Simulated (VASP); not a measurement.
Runs of VASP 6.6.1 on Sn. The structure is that of space group I4/mmm (No. 139), or close to it. The cells are those of the table. 

```csv
cell,gap on the mesh (eV),pressure (GPa)
"a = 3.363 Å, angles 101.5, 101.5, 126.9°, 1 atom",none,(b)
"a = 3.404 Å, angles 100.0, 100.0, 130.6°, 1 atom",none,4.6
"a = 3.300 Å, angles 105.4, 105.4, 118.0°, 1 atom",none,-0.2
"a = 3.287 Å, angles 107.3, 107.3, 113.9°, 1 atom",none,-0.5
"a = 3.288 Å, angles 112.1, 112.1, 104.2°, 1 atom",none,(a)
```

Alike in all rows: task single point; level r2SCAN; potentials or basis VASP PAW PBE potentials, release 64 (Sn_d); no spin polarisation; k mesh 20 × 20 × 20; cutoff (eV) 520; smearing gaussian 0.15 eV.

Question: Fill in the values left out.

Answer: (a) -0.3; (b) 2.1.

Caveats: the PAW data sets were made with another functional, which shifts forces and pressure a little; spin-orbit coupling is left out, which moves the levels of the heavy elements; the cell stands under pressure (at least some runs).

A k mesh can miss the band edges, and the runs leave out spin-orbit coupling on Sn.

A gap of «none» marks levels without a gap at the run's occupations.
